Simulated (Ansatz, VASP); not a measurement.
One calculation of TePb, two programs

File POSCAR:

```
TePb
1.0
    0.0000000000      3.7252993776      2.4214445955
    3.7252993776      0.0000000000      2.4214445955
    3.7252993776      3.7252993776      0.0000000000
Te Pb
1 1
Direct
    0.5000000000      0.5000000000      0.5000000000
    0.0000000000      0.0000000000      0.0000000000
```

File INCAR.step1:

```
SYSTEM = TePb
PREC = Accurate
ENCUT = 520
ISMEAR = 0
SIGMA = 0.05
LREAL = .False.
LASPH = .True.
NELM = 60
NBANDS = 17
GGA = PE
ALGO = Normal
EDIFF = 1E-4
LWAVE = .True.
LCHARG = .False.
```

The input INCAR.step2:

```
SYSTEM = TePb
PREC = Accurate
ENCUT = 520
EDIFF = 1E-6
ISMEAR = 0
SIGMA = 0.05
LREAL = .False.
LASPH = .True.
NELM = 60
ALGO = Normal
ISIF = 2
LWAVE = .False.
LCHARG = .True.
METAGGA = R2SCAN
LMIXTAU = .True.
LELF = .True.
LVHAR = .True.
NBANDS = 17
ISTART = 1
```

KPOINTS

```
regular mesh
0
Gamma
  8 8 8
  0 0 0
```

Input for Ansatz:

```yaml
crystal:
  lattice:
    - [0.0, 3.7252993776, 2.4214445955]
    - [3.7252993776, 0.0, 2.4214445955]
    - [3.7252993776, 3.7252993776, 0.0]
  atoms:
    - { symbol: Te, position: [0.5, 0.5, 0.5] }
    - { symbol: Pb, position: [0.0, 0.0, 0.0] }
basis:
  ecutwfc: 500
kpoints:
  mp_grid: { grid: [8, 8, 8] }
hamiltonian:
  xc: r2scan
scf:
  occupations: { method: gaussian, width: 0.05 }
output:
  forces: true
  stress: true
  eigenvalues: true
```

Alike in both runs: task single point; functional r2SCAN; k mesh 8 × 8 × 8; occupations gaussian, width 0.05 eV; no spin polarisation.

```csv
,VASP,Ansatz
version,VASP 6.6.1,Ansatz 0.2.0
potentials or method,"VASP PAW PBE potentials, release 64 (Te, Pb_d), cutoff 520 eV","scalar-relativistic, plane waves, PAW"
valence electrons in the cell,20,30
```

|  | VASP | Ansatz | Ansatz less VASP |
| --- | --- | --- | --- |
| gap on the k mesh at the Fermi level (eV) | none | none | - |
| pressure (GPa) | 24.9 | 25.2 | +0.31 |
| traceless stress, the component that is largest in VASP (GPa) | 50.64 | 51.25 | +0.612 |

VASP's potentials were made for PBE, not for r2SCAN. A gap of «none» marks a metal or a gap that the smearing closes. VASP's potentials hold 20 valence electrons a cell and Ansatz's 30, so a difference there can come from the potentials and not from the codes.

Spin-orbit coupling is off throughout.
